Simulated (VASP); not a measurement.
# LiH (Fm-3m) in VASP: G0W0 quasiparticle levels with PBE

Aim: the G0W0 quasiparticle levels of LiH with PBE.

All numbers are computed with VASP 6.6.1; they aren't measurements. Logs are shortened: lines on timing, memory, paths and dates and some standing lists are left out, and cuts for length are marked.

**1. The cell of the first run**

Symmetry: Fm-3m, No. 225, cubic system. The conventional cell has a = 4.007 Å, b = 4.007 Å, c = 4.007 Å, α = 90.00°, β = 90.00°, γ = 90.00°. Li (site symmetry m-3m) has 6 H at 2.00 Å within 2.7 Å. H (site symmetry m-3m) has 6 Li at 2.00 Å within 2.7 Å.

**2. G0W0 quasiparticle levels, PBE**

File POSCAR:

```
LiH
1.0
    0.0000000000      2.0035500380      2.0035500380
    2.0035500380      0.0000000000      2.0035500380
    2.0035500380      2.0035500380      0.0000000000
Li H
1 1
Direct
    0.0000000000      0.0000000000      0.0000000000
    0.5000000000      0.5000000000      0.5000000000
```

File INCAR.step1:

```
SYSTEM = LiH
PREC = Accurate ; ENCUT = 500
EDIFF = 1E-8 ; ISMEAR = 0
SIGMA = 0.01 ; LREAL = .FALSE.
LASPH = .TRUE. ; NELM = 100
ALGO = Normal ; LWAVE = .TRUE.
LCHARG = .FALSE. ; GGA = PE
```

File INCAR.step2:

```
SYSTEM = LiH
PREC = Accurate ; ENCUT = 500
EDIFF = 1E-8 ; ISMEAR = 0
SIGMA = 0.01 ; LREAL = .FALSE.
LASPH = .TRUE. ; NELM = 1
ALGO = Exact ; LWAVE = .TRUE.
LCHARG = .FALSE. ; GGA = PE
NBANDS = 49 ; LOPTICS = .TRUE.
ISTART = 1
```

File INCAR.step3:

```
SYSTEM = LiH
PREC = Accurate ; ENCUT = 500
EDIFF = 1E-8 ; ISMEAR = 0
SIGMA = 0.01 ; LREAL = .FALSE.
LASPH = .TRUE. ; ALGO = EVGW0
LWAVE = .FALSE. ; LCHARG = .FALSE.
GGA = PE ; NELMGW = 1
NBANDS = 49 ; ENCUTGW = 120.0
NOMEGA = 96 ; PRECFOCK = Fast
ISTART = 1 ; NBANDSGW = 9
OMEGAMAX = 30
```

File KPOINTS:

```
regular mesh
0
G
  6 6 6
  0 0 0
```

Potentials or basis: VASP PAW PBE potentials, release 64 (Li_GW, H_GW).

Command:

```console
$ cat potpaw_PBE.64/Li_GW/POTCAR potpaw_PBE.64/H_GW/POTCAR > POTCAR
$ cp INCAR.step1 INCAR
$ mpirun -np 1 vasp_std > vasp.out
$ cp INCAR.step2 INCAR
$ mpirun -np 1 vasp_std > vasp.out
$ cp INCAR.step3 INCAR
$ mpirun -np 1 vasp_std > vasp.out
```

OUTCAR:

```text
SYSTEM = LiH
   PREC = Accurate
   ENCUT = 500
   EDIFF = 1E-8
   ISMEAR = 0
   LREAL = .FALSE.
   LASPH = .TRUE.
   GGA = PE
   NELMGW = 1
   ENCUTGW = 120.0
   PRECFOCK = Fast
   ISTART = 1

 ion  position               nearest neighbor table
   1  0.000  0.000  0.000-   2 2.00   2 2.00   2 2.00   2 2.00   2 2.00   2 2.00
   2  0.500  0.500  0.500-   1 2.00   1 2.00   1 2.00   1 2.00   1 2.00   1 2.00

  LATTYP: Found a face centered cubic cell.
 ALAT       =     4.0071000760

  Lattice vectors:

 A1 = (   0.0000000000,   2.0035500380,   2.0035500380)
 A2 = (   2.0035500380,   0.0000000000,   2.0035500380)
 A3 = (   2.0035500380,   2.0035500380,   0.0000000000)

Analysis of symmetry for initial positions (statically):
=====================================================================
 Subroutine PRICEL returns:
 Original cell was already a primitive cell.

 Routine SETGRP: Setting up the symmetry group for a
 face centered cubic supercell.

 Subroutine GETGRP returns: Found 48 space group operations
 (whereof 48 operations were pure point group operations)
 out of a pool of 48 trial point group operations.

The static configuration has the point symmetry O_h .

Analysis of symmetry for dynamics (positions and initial velocities):
=====================================================================
 Subroutine PRICEL returns:
 Original cell was already a primitive cell.

 Routine SETGRP: Setting up the symmetry group for a
 face centered cubic supercell.

 Subroutine GETGRP returns: Found 48 space group operations
 (whereof 48 operations were pure point group operations)
 out of a pool of 48 trial point group operations.

The dynamic configuration has the point symmetry O_h .

 Subroutine INISYM returns: Found 48 space group operations
 (whereof 48 operations are pure point group operations),
 and found     1 'primitive' translations

----------------------------------------------------------------------------------------

                                     Primitive cell

  volume of cell :      16.0854

  direct lattice vectors                    reciprocal lattice vectors
     0.000000000  2.003550038  2.003550038    -0.249557032  0.249557032  0.249557032
     2.003550038  0.000000000  2.003550038     0.249557032 -0.249557032  0.249557032
     2.003550038  2.003550038  0.000000000     0.249557032  0.249557032 -0.249557032

  length of vectors
     2.833447637  2.833447637  2.833447637     0.432245458  0.432245458  0.432245458

  position of ions in fractional coordinates (direct lattice)
     0.000000000  0.000000000  0.000000000
     0.500000000  0.500000000  0.500000000

  ion indices of the primitive-cell ions
   primitive index   ion index
                 1           1
                 2           2

----------------------------------------------------------------------------------------

 KPOINTS: regular mesh

Automatic generation of k-mesh.
 Grid dimensions read from file:
 generate k-points for:    6    6    6

 Generating k-lattice:

  Cartesian coordinates                     Fractional coordinates (reciprocal lattice)
    -0.041592839  0.041592839  0.041592839     0.166666667  0.000000000  0.000000000
     0.041592839 -0.041592839  0.041592839     0.000000000  0.166666667  0.000000000
     0.041592839  0.041592839 -0.041592839     0.000000000  0.000000000  0.166666667

  Length of vectors
     0.072040910  0.072040910  0.072040910

  Shift w.r.t. Gamma in fractional coordinates (k-lattice)
     0.000000000  0.000000000  0.000000000

 Subroutine IBZKPT returns following result:
 ===========================================

 Found     16 irreducible k-points:

 Following reciprocal coordinates:
            Coordinates               Weight
  0.000000  0.000000  0.000000      1.000000
  0.166667  0.000000  0.000000      8.000000
  0.333333  0.000000  0.000000      8.000000
  0.500000  0.000000  0.000000      4.000000
  0.166667  0.166667  0.000000      6.000000
  0.333333  0.166667  0.000000     24.000000
[... 8 lines left out ...]
 -0.333333  0.333333  0.166667     24.000000
 -0.333333  0.500000  0.166667     12.000000
   k-points           NKPTS =     16   k-points in BZ     NKDIM =    216   number of bands    NBANDS=     49
   number of dos      NEDOS =    301   number of ions     NIONS =      2
   total plane-waves  NPLWV =  13824
   dimension x,y,z NGX =    24 NGY =   24 NGZ =   24
   dimension x,y,z NGXF=    48 NGYF=   48 NGZF=   48
   ions per type =               1   1
   NGX,Y,Z   is equivalent  to a cutoff of  14.08, 14.08, 14.08 a.u.
   NGXF,Y,Z  is equivalent  to a cutoff of  28.16, 28.16, 28.16 a.u.
 SYSTEM =  LiH
   PREC   = accura    normal or accurate (medium, high low for compatibility)
   ISTART =      1    job   : 0-new  1-cont  2-samecut
   ICHARG =      0    charge: 1-file 2-atom 10-const
   ISPIN  =      1    spin polarized calculation?
   LNONCOLLINEAR =      F non collinear calculations
   LSORBIT =      F    spin-orbit coupling
   LASPH  =      T    aspherical Exc in radial PAW
   ENCUT  =  500.0 eV  36.75 Ry    6.06 a.u.   5.17  5.17  5.17*2*pi/ulx,y,z
   NELM   =     60;   NELMIN=  2; NELMDL=  0     # of ELM steps
   EDIFF  = 0.1E-07   stopping-criterion for ELM
   LREAL  =      F    real-space projection
   EDIFFG = 0.1E-06   stopping-criterion for IOM
   NSW    =      0    number of steps for IOM
   IBRION =     -1    ionic relax: 0-MD 1-quasi-New 2-CG
   NFREE  =      0    steps in history (QN), initial steepest desc. (CG)
   ISIF   =      0    stress and relaxation
   ISYM   =      3    0-nonsym 1-usesym 2-fastsym
   POTIM  = 0.5000    time-step for ionic-motion
   TEBEG  =    0.0;   TEEND  =   0.0 temperature during run
   PSTRESS=    0.0 pullay stress
   NELECT =       2.0000    total number of electrons
   NUPDOWN=      -1.0000    fix difference up-down
   EMIN   =  10.00;   EMAX   =-10.00  energy-range for DOS
   EFERMI =   0.00;   METHOD = LEGACY
   ISMEAR =     0;   SIGMA  =   0.01  broadening in eV -4-tet -1-fermi 0-gaus
   EFERMI_NEDOS =   21; number of points for ismear=-14 and -15
   IALGO  =     38    algorithm
   IMIX   =      4    mixing-type and parameters
     AMIX     =   0.40;   BMIX     =  1.00
     AMIX_MAG =   1.60;   BMIX_MAG =  1.00
  volume/ion in A,a.u.               =       8.04        54.27
  Fermi-wavevector in a.u.,A,eV,Ry     =   0.817099  1.544093  9.083939  0.667651
  Thomas-Fermi vector in A             =   1.927486
   LORBIT       =      0    0 simple, 1 ext, 2 COOP (PROOUT), +10 PAW based schemes
   GGA     = PE    functional components
   LHFCALC =     T    Hartree Fock is set to
   PRECFOCK=fast      Normal, Fast or Accurate (Low or Medium for compatibility)
   ENCUT4O =  -1.0   cutoff for four orbital integrals eV
   NKREDX  =     1    reduce k-point grid by
   NKREDY  =     1    reduce k-point grid by
   NKREDZ  =     1    reduce k-point grid by
   AEXX    =    1.0000 exact exchange contribution
   HFSCREEN=    0.0000 screening length (either q_TF or 0.3 A-1)
   HFSCREENC=   0.0000 screening length for correlation (either q_TF or 0.3 A-1)
   ENCUTFOCK=  -1.0 apply spherical cutoff to Coloumb kernel
   IVDW    =     0    specifies the selected vdW correction
   LEPSILON=     F    determine dielectric tensor
   LRPA    =     F    only Hartree local field effects (RPA)
   LRPAFORCE           =     F    calculate RPA forces
   ENCUTGW             = 120.0    cutoff for response function in eV
   ENCUTGWSOFT         =  96.0    soft cutoff for Coulomb kernel in GW response function in eV
   ENCUTLF             =  -1.0    cutoff for local field effects
   NELMGW              =     1    number of iterations in solving QP/BSE equation
   NELMHF              =     1    number of iterations in the inner HF iteration
   NKREDLFX            =     1    NKREDLFY  =   1   NKREDLFZ  =   1
 non-spin polarized calculation
 Gauss-broadening in eV      SIGMA  =   0.01
  energy-cutoff  :      500.00
  volume of cell :       16.09
 maximum number of plane-waves:       419
 NGX is ok and might be reduce to    24
  NGX = 12; NGY = 12; NGZ = 12
   NGX = 11   NGY = 11   NGZ = 11
 maximum number of plane-waves:        59

 QP shifts <psi_nk| G(iteration)W_0 |psi_nk>: iteration 1
 for sc-GW calculations column KS-energies equals QP-energies in previous step
 and V_xc(KS)=  KS-energies - (<T + V_ion + V_H > + <T+V_H+V_ion>^1  + <V_x>^1)

 k-point   1 :       0.0000    0.0000    0.0000
  band No.  KS-energies  QP-energies   sigma(KS)   V_xc(KS)     V^pw_x(r,r')   Z            occupation Imag(sigma)

      1      -8.1211      -9.5870     -11.5206      -9.3443     -15.1890       0.6736       2.0000       0.2822
      2      13.4493      14.1632     -10.2609     -11.2927      -4.1573       0.6920       0.0000      -0.9935
      3      15.2548      16.3239      -6.5271      -7.9582      -1.3777       0.7470       0.0000      -0.6046
      4      15.2548      16.3239      -6.5271      -7.9582      -1.3777       0.7470       0.0000      -0.6046
      5      15.2548      16.3239      -6.5271      -7.9582      -1.3777       0.7470       0.0000      -0.6046
      6      19.9794      20.5409      -6.6813      -7.2591      -1.1013       0.9718       0.0000      -2.2129
      7      19.9794      20.5409      -6.6813      -7.2591      -1.1013       0.9718       0.0000      -2.2129
      8      19.9794      20.5409      -6.6813      -7.2591      -1.1013       0.9718       0.0000      -2.2129
      9      21.6250      22.3097      -5.9486      -6.7633      -0.8187       0.8403       0.0000      -1.8636

 k-point   2 :       0.1667    0.0000    0.0000
  band No.  KS-energies  QP-energies   sigma(KS)   V_xc(KS)     V^pw_x(r,r')   Z            occupation Imag(sigma)

      1      -7.6290      -9.0657     -11.5318      -9.4042     -14.9673       0.6753       2.0000       0.2412
      2       9.8514      10.5477      -7.8589      -8.8063      -2.8693       0.7349       0.0000      -0.4254
      3      13.4003      14.1161      -8.6646      -9.6541      -2.9188       0.7234       0.0000      -0.9181
      4      14.4290      15.3591      -6.5425      -7.7855      -1.3692       0.7482       0.0000      -0.6466
      5      14.4290      15.3591      -6.5425      -7.7855      -1.3692       0.7482       0.0000      -0.6466
      6      19.9110      20.6998      -6.2951      -7.2543      -0.9255       0.8224       0.0000      -1.6095
      7      21.2318      22.2926      -6.4882      -7.6727      -1.1431       0.8956       0.0000      -1.9582
      8      21.2318      22.2926      -6.4882      -7.6727      -1.1431       0.8956       0.0000      -1.9582
      9      22.9176      24.1746      -6.6803      -8.0442      -1.4789       0.9216       0.0000      -2.2577

 k-point   3 :       0.3333    0.0000    0.0000
  band No.  KS-energies  QP-energies   sigma(KS)   V_xc(KS)     V^pw_x(r,r')   Z            occupation Imag(sigma)

      1      -6.3103      -7.7090     -11.6331      -9.6540     -14.4804       0.7067       2.0000       0.1706
      2       4.6567       5.2837      -7.1217      -7.9508      -3.0524       0.7561       0.0000      -0.1432
      3      11.6951      12.3664      -8.8727      -9.8107      -3.2845       0.7157       0.0000      -0.7222
      4      13.8037      14.6600      -6.4306      -7.5810      -1.2274       0.7444       0.0000      -0.6634
      5      13.8037      14.6600      -6.4306      -7.5810      -1.2274       0.7444       0.0000      -0.6634
      6      17.9593      18.7614      -7.2359      -8.2057      -1.7889       0.8271       0.0000      -1.5774
      7      17.9593      18.7614      -7.2359      -8.2057      -1.7889       0.8271       0.0000      -1.5774
      8      22.4490      23.3459      -6.1959      -7.2546      -0.8061       0.8472       0.0000      -1.8017
      9      27.6456      29.1359      -6.0432      -7.7056      -1.0239       0.8964       0.0000      -2.3020
[... 147 lines left out ...]
      1      -3.7513      -5.0304     -12.2753     -10.5528     -14.1834       0.7426       2.0000       0.0940
      2       2.5154       3.1591      -6.6205      -7.4504      -2.9052       0.7757       0.0000      -0.1107
      3       4.4278       5.1150      -7.2043      -8.1102      -3.1834       0.7587       0.0000      -0.1434
      4       9.8215      10.4547      -6.8411      -7.6957      -1.9746       0.7409       0.0000      -0.3893
      5      14.3032      15.1872      -7.1512      -8.3566      -1.6954       0.7334       0.0000      -0.7662
      6      21.2670      22.1341      -6.6170      -7.6156      -1.2310       0.8684       0.0000      -1.9884
      7      23.0372      24.0420      -6.3952      -7.5667      -1.0095       0.8577       0.0000      -2.0147
      8      24.9604      26.5240      -6.3903      -8.1374      -1.1777       0.8950       0.0000      -2.0401
      9      28.0991      30.1291      -6.7751      -9.0117      -1.6205       0.9076       0.0000      -2.5053

 k-point  16 :      -0.3333    0.5000    0.1667
  band No.  KS-energies  QP-energies   sigma(KS)   V_xc(KS)     V^pw_x(r,r')   Z            occupation Imag(sigma)

      1      -2.8291      -4.1061     -12.8830     -11.1895     -14.5754       0.7540       2.0000       0.0803
      2       1.3430       1.9961      -6.5818      -7.4153      -3.0926       0.7835       0.0000      -0.0990
      3       4.3655       5.0722      -6.5332      -7.4581      -2.4806       0.7640       0.0000      -0.1377
      4       8.8930       9.5616      -6.8280      -7.7311      -2.1462       0.7404       0.0000      -0.2968
      5      14.8728      15.6983      -7.3266      -8.4528      -1.7570       0.7330       0.0000      -0.8119
      6      17.2056      17.7201      -6.6426      -7.2924      -1.1711       0.7919       0.0000      -1.5199
      7      26.3373      27.6472      -5.8909      -7.3471      -0.8123       0.8996       0.0000      -2.1744
      8      26.5672      28.3345      -6.6051      -8.5712      -1.4329       0.8988       0.0000      -2.3146
      9      33.0856      35.7058      -5.8923      -8.9943      -1.1304       0.8447       0.0000      -2.1637
```

It took 33 s on 1 thread of Intel Xeon 6975P-C (Granite Rapids), shared host; peak memory 0.23 GiB.

Results:

```
Quasiparticle gap                                   : 4.87 eV
Least direct quasiparticle gap                      : 4.87 eV
Band gap of the starting levels on the mesh         : 2.98 eV
Least direct gap of the starting levels on the mesh : 2.98 eV
```

Caveat: the k points lie up to 0.45 Å⁻¹ apart; bands, screening cutoff and mesh are small and nothing is extrapolated, so the quasiparticle values aren't converged.
